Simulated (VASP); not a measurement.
# GaP (F-43m) in VASP: further runs, part 2 of 2

VASP 6.6.1.

**3. G0W0 quasiparticle levels, PBE**

POSCAR reads:

```
GaP
1.0
    0.0000000000      2.7253992957      2.7253992957
    2.7253992957      0.0000000000      2.7253992957
    2.7253992957      2.7253992957      0.0000000000
Ga P
1 1
Direct
    0.0000000000      0.0000000000      0.0000000000
    0.2500000000      0.2500000000      0.2500000000
```

INCAR.step1 reads:

```
SYSTEM = GaP
PREC = Accurate
ENCUT = 500
EDIFF = 1E-8
ISMEAR = 0
SIGMA = 0.01
LREAL = .FALSE.
LASPH = .TRUE.
NELM = 60
ALGO = Normal
LWAVE = .TRUE.
LCHARG = .FALSE.
GGA = PE
```

INCAR.step2 reads:

```
SYSTEM = GaP
PREC = Accurate
ENCUT = 500
EDIFF = 1E-8
ISMEAR = 0
SIGMA = 0.01
LREAL = .FALSE.
LASPH = .TRUE.
NELM = 1
ALGO = Exact
LWAVE = .TRUE.
LCHARG = .FALSE.
GGA = PE
NBANDS = 39
LOPTICS = .TRUE.
ISTART = 1
```

INCAR.step3 reads:

```
SYSTEM = GaP
PREC = Accurate
ENCUT = 500
EDIFF = 1E-8
ISMEAR = 0
SIGMA = 0.01
LREAL = .FALSE.
LASPH = .TRUE.
ALGO = EVGW0
LWAVE = .FALSE.
LCHARG = .FALSE.
GGA = PE
NELMGW = 1
NBANDS = 39
ENCUTGW = 100.0
NOMEGA = 48
PRECFOCK = Fast
ISTART = 1
NBANDSGW = 17
```

KPOINTS reads:

```
Automatic mesh
0
G
  4 4 4
  0 0 0
```

Potentials or basis: VASP PAW PBE potentials, release 64 (Ga_d_GW, P_GW).

Run with:

```bash
cat potpaw_PBE.64/Ga_d_GW/POTCAR potpaw_PBE.64/P_GW/POTCAR > POTCAR
cp INCAR.step1 INCAR
mpirun -np 1 vasp_std > vasp.out
cp INCAR.step2 INCAR
mpirun -np 1 vasp_std > vasp.out
cp INCAR.step3 INCAR
mpirun -np 1 vasp_std > vasp.out
```

OUTCAR:

```text
SYSTEM = GaP
   PREC = Accurate
   ENCUT = 500
   EDIFF = 1E-8
   ISMEAR = 0
   LREAL = .FALSE.
   LASPH = .TRUE.
   GGA = PE
   NELMGW = 1
   ENCUTGW = 100.0
   PRECFOCK = Fast
   ISTART = 1

 ion  position               nearest neighbor table
   1  0.000  0.000  0.000-   2 2.36   2 2.36   2 2.36   2 2.36
   2  0.250  0.250  0.250-   1 2.36   1 2.36   1 2.36   1 2.36

  LATTYP: Found a face centered cubic cell.
 ALAT       =     5.4507985914

  Lattice vectors:

 A1 = (   0.0000000000,   2.7253992957,   2.7253992957)
 A2 = (   2.7253992957,   0.0000000000,   2.7253992957)
 A3 = (   2.7253992957,   2.7253992957,   0.0000000000)

Analysis of symmetry for initial positions (statically):
=====================================================================
 Subroutine PRICEL returns:
 Original cell was already a primitive cell.

 Routine SETGRP: Setting up the symmetry group for a
 face centered cubic supercell.

 Subroutine GETGRP returns: Found 24 space group operations
 (whereof 24 operations were pure point group operations)
 out of a pool of 48 trial point group operations.

The static configuration has the point symmetry T_d .

Analysis of symmetry for dynamics (positions and initial velocities):
=====================================================================
 Subroutine PRICEL returns:
 Original cell was already a primitive cell.

 Routine SETGRP: Setting up the symmetry group for a
 face centered cubic supercell.

 Subroutine GETGRP returns: Found 24 space group operations
 (whereof 24 operations were pure point group operations)
 out of a pool of 48 trial point group operations.

The dynamic configuration has the point symmetry T_d .

 Subroutine INISYM returns: Found 24 space group operations
 (whereof 24 operations are pure point group operations),
 and found     1 'primitive' translations
[... 75 lines left out ...]
   LASPH  =      T    aspherical Exc in radial PAW
   ENCUT  =  500.0 eV  36.75 Ry    6.06 a.u.   7.03  7.03  7.03*2*pi/ulx,y,z
   NELM   =     60;   NELMIN=  2; NELMDL=  0     # of ELM steps
   EDIFF  = 0.1E-07   stopping-criterion for ELM
   LREAL  =      F    real-space projection
   EDIFFG = 0.1E-06   stopping-criterion for IOM
   NSW    =      0    number of steps for IOM
   IBRION =     -1    ionic relax: 0-MD 1-quasi-New 2-CG
   NFREE  =      0    steps in history (QN), initial steepest desc. (CG)
   ISIF   =      0    stress and relaxation
   ISYM   =      3    0-nonsym 1-usesym 2-fastsym
   POTIM  = 0.5000    time-step for ionic-motion
   TEBEG  =    0.0;   TEEND  =   0.0 temperature during run
   PSTRESS=    0.0 pullay stress
   NELECT =      18.0000    total number of electrons
   NUPDOWN=      -1.0000    fix difference up-down
   EMIN   =  10.00;   EMAX   =-10.00  energy-range for DOS
   EFERMI =   0.00;   METHOD = LEGACY
   ISMEAR =     0;   SIGMA  =   0.01  broadening in eV -4-tet -1-fermi 0-gaus
   EFERMI_NEDOS =   21; number of points for ismear=-14 and -15
   IALGO  =     38    algorithm
   IMIX   =      4    mixing-type and parameters
     AMIX     =   0.40;   BMIX     =  1.00
     AMIX_MAG =   1.60;   BMIX_MAG =  1.00
  volume/ion in A,a.u.               =      20.24       136.61
  Fermi-wavevector in a.u.,A,eV,Ry     =   1.249469  2.361154 21.241049  1.561173
  Thomas-Fermi vector in A             =   2.383508
   LORBIT       =      0    0 simple, 1 ext, 2 COOP (PROOUT), +10 PAW based schemes
   GGA     = PE    functional components
   LHFCALC =     T    Hartree Fock is set to
   PRECFOCK=fast      Normal, Fast or Accurate (Low or Medium for compatibility)
   ENCUT4O =  -1.0   cutoff for four orbital integrals eV
   NKREDX  =     1    reduce k-point grid by
   NKREDY  =     1    reduce k-point grid by
   NKREDZ  =     1    reduce k-point grid by
   AEXX    =    1.0000 exact exchange contribution
   HFSCREEN=    0.0000 screening length (either q_TF or 0.3 A-1)
   HFSCREENC=   0.0000 screening length for correlation (either q_TF or 0.3 A-1)
   ENCUTFOCK=  -1.0 apply spherical cutoff to Coloumb kernel
   IVDW    =     0    specifies the selected vdW correction
   LEPSILON=     F    determine dielectric tensor
   LRPA    =     F    only Hartree local field effects (RPA)
   LRPAFORCE           =     F    calculate RPA forces
   ENCUTGW             = 100.0    cutoff for response function in eV
   ENCUTGWSOFT         =  80.0    soft cutoff for Coulomb kernel in GW response function in eV
   ENCUTLF             =  -1.0    cutoff for local field effects
   NELMGW              =     1    number of iterations in solving QP/BSE equation
   NELMHF              =     1    number of iterations in the inner HF iteration
   NKREDLFX            =     1    NKREDLFY  =   1   NKREDLFZ  =   1
 non-spin polarized calculation
 Gauss-broadening in eV      SIGMA  =   0.01
  energy-cutoff  :      500.00
  volume of cell :       40.49
 maximum number of plane-waves:      1056
  NGX = 16; NGY = 16; NGZ = 16
   NGX = 13   NGY = 13   NGZ = 13
 maximum number of plane-waves:       100
 NGX is ok and might be reduce to    14

 QP shifts <psi_nk| G(iteration)W_0 |psi_nk>: iteration 1
 for sc-GW calculations column KS-energies equals QP-energies in previous step
 and V_xc(KS)=  KS-energies - (<T + V_ion + V_H > + <T+V_H+V_ion>^1  + <V_x>^1)

 k-point   1 :       0.0000    0.0000    0.0000
  band No.  KS-energies  QP-energies   sigma(KS)   V_xc(KS)     V^pw_x(r,r')   Z            occupation Imag(sigma)

      1     -10.1884     -13.0822     -25.8850     -21.6816     -35.0056       0.6885       2.0000       0.2411
      2     -10.1884     -13.0822     -25.8850     -21.6816     -35.0056       0.6885       2.0000       0.2411
      3     -10.1884     -13.0822     -25.8850     -21.6816     -35.0056       0.6885       2.0000       0.2411
      4     -10.0904     -13.0193     -26.0490     -21.8041     -35.1390       0.6900       2.0000       0.2082
      5     -10.0904     -13.0193     -26.0490     -21.8041     -35.1390       0.6900       2.0000       0.2082
      6      -8.0954      -8.3110     -11.6959     -11.3612     -18.6674       0.6441       2.0000       1.0855
[... 143 lines left out ...]
      3     -10.1297     -13.0571     -25.9991     -21.7755     -35.1210       0.6931       2.0000       0.2331
      4     -10.1058     -13.0243     -26.0145     -21.7779     -35.1081       0.6889       2.0000       0.2120
      5     -10.0821     -13.0202     -26.0550     -21.8144     -35.1538       0.6929       2.0000       0.2068
      6      -5.0301      -5.2825     -13.2137     -12.8510     -19.3210       0.6958       2.0000       0.7260
[... 9 lines left out ...]
     16      18.0434      18.9617      -9.9622     -11.1972      -4.0444       0.7435       0.0000      -0.6868
     17      18.2366      18.7889      -9.4921     -10.2271      -3.7256       0.7514       0.0000      -0.6800
```

OUTCAR.step2:

```text
SYSTEM = GaP
   PREC = Accurate
   ENCUT = 500
   EDIFF = 1E-8
[... 729 lines left out ...]
  --------------------------------------------------------------------------------------------------------------
     0.00000    19.67782    19.67782    19.67782    -0.00000    -0.00000     0.00000
     0.68895    20.77816    20.77816    20.77816    -0.00000    -0.00000     0.00000
     1.37790    26.30857    26.30857    26.30857    -0.00000    -0.00000     0.00000
     2.06685    19.44621    19.44621    19.44621    -0.00000    -0.00000     0.00000
     2.75580    39.12879    39.12879    39.12879    -0.00000    -0.00000     0.00000
     3.44475     9.81985     9.81985     9.81985    -0.00000    -0.00000     0.00000
[... 92 lines left out ...]
    67.51706     0.90942     0.90942     0.90942     0.00000    -0.00000    -0.00000
    68.20601     0.91158     0.91158     0.91158     0.00000    -0.00000    -0.00000
```

It took 52 s on 1 thread of Intel Xeon 6975P-C (Granite Rapids), shared host; peak memory 0.37 GiB.

Results:

| Property | Result |
| --- | --- |
| Quasiparticle gap | 1.98 eV |
| Least direct quasiparticle gap | 2.76 eV |
| Band gap of the starting levels on the mesh | 1.63 eV |
| Least direct gap of the starting levels on the mesh | 1.81 eV |

Caveat: the k points lie up to 0.50 Å⁻¹ apart; bands, screening cutoff and mesh are small and nothing is extrapolated, so the quasiparticle values aren't converged.
